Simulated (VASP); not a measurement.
Set up this calculation in VASP 6.6.1, as the native input.

```
Task                   : single point
Functional             : PBE
Potentials or basis    : VASP PAW PBE potentials, release 64 (Zr_sv)
Cutoff                 : 500 eV
k mesh                 : 14 × 14 × 14
Occupations            : fermi-dirac, width 0.1 eV
Spin                   : no spin polarisation
Dipole correction      : no
Further INCAR settings : ALGO = Normal; EDIFF = 1e-06; NBANDS = 19
```

The structure of Zr lies in POSCAR:

```
Zr
1.0
   -2.6748592041      2.6748592041      1.4845867015
    2.6748592041     -2.6748592041      1.4845867015
    2.6748592041      2.6748592041     -1.4845867015
Zr
2
Direct
   -0.3750000000     -0.1250000000     -0.2500000000
    0.3750000000      0.1250000000      0.2500000000
```

One way to write it, as run:

INCAR

```
SYSTEM = Zr
PREC = Accurate ; ENCUT = 500
EDIFF = 1E-6 ; ISMEAR = -1
SIGMA = 0.1 ; LREAL = .FALSE.
LASPH = .TRUE. ; NELM = 120
ALGO = Normal ; ISIF = 2
LWAVE = .FALSE. ; LCHARG = .FALSE.
GGA = PE ; NBANDS = 19
GGA_COMPAT = .FALSE.
```

KPOINTS

```
regular mesh
0
G
  14 14 14
  0 0 0
```

Potentials or basis: VASP PAW PBE potentials, release 64 (Zr_sv).

The run is started by

```sh
$ cat potpaw_PBE.64/Zr_sv/POTCAR > POTCAR
$ mpirun -np 1 vasp_std > vasp.out
```

It gave:

```json
{
 "Pressure": "10.1 GPa",
 "Band gap on the k mesh": "zero (bands 12 and 13 overlap by 1.06 eV)"
}
```

Caveat: the cell stands under pressure.

Run time: 2.9 min on 1 thread of Intel(R) Xeon(R) Platinum 8375C CPU @ 2.90GHz (Ice Lake), with other jobs on the host, peak memory 0.28 GiB.
